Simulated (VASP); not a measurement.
A run of VASP 6.6.1:

Contents of INCAR:

```
ALGO     = Normal         # electronic algorithm
EDIFF    = 1E-6           # SCF threshold, eV
ENCUT    = 520            # plane-wave cutoff, eV
GGA      = PE             # functional
ISIF     = 2              # what is computed and relaxed
ISMEAR   = 0              # smearing method
LASPH    = T              # aspherical terms in the spheres
LCHARG   = F              # write CHGCAR
LREAL    = F              # projectors in reciprocal space
LWAVE    = F              # write WAVECAR
NBANDS   = 36             # bands
NELM     = 80             # most SCF steps
PREC     = Accurate       # precision mode
SIGMA    = 0.01           # smearing width, eV
```

File KPOINTS:

```
k-points
0
Gamma
  12 12 4
```

The input POSCAR:

```
GaP
1.0
    3.8993631190      0.0000000000      0.0000000000
   -1.9496815595      3.3769475196      0.0000000000
    0.0000000000      0.0000000000      8.5857960594
Ga P
3 3
Direct
    0.0000000000      0.5000000000      0.1666666667
    0.5000000000      0.5000000000      0.8333333333
    0.5000000000      0.0000000000      0.5000000000
    0.5000000000      0.5000000000      0.3333333333
    0.5000000000      0.0000000000      0.0000000000
    0.0000000000      0.5000000000      0.6666666667
```

Potentials or basis: VASP PAW PBE potentials, release 64 (Ga_d, P).

Run with:

```console
$ cat potpaw_PBE.64/Ga_d/POTCAR potpaw_PBE.64/P/POTCAR > POTCAR
$ mpirun -np 1 vasp_std > vasp.out
```

Hardware: 1 thread of Intel Xeon 8259CL, with other jobs on the host.

Q: How long does it take, and how much memory?

A: Wall time 7.7 min on 1 thread of Intel Xeon 8259CL, with other jobs on the host, peak memory 0.33 GiB. Counts: scf iterations 14, k points 57.
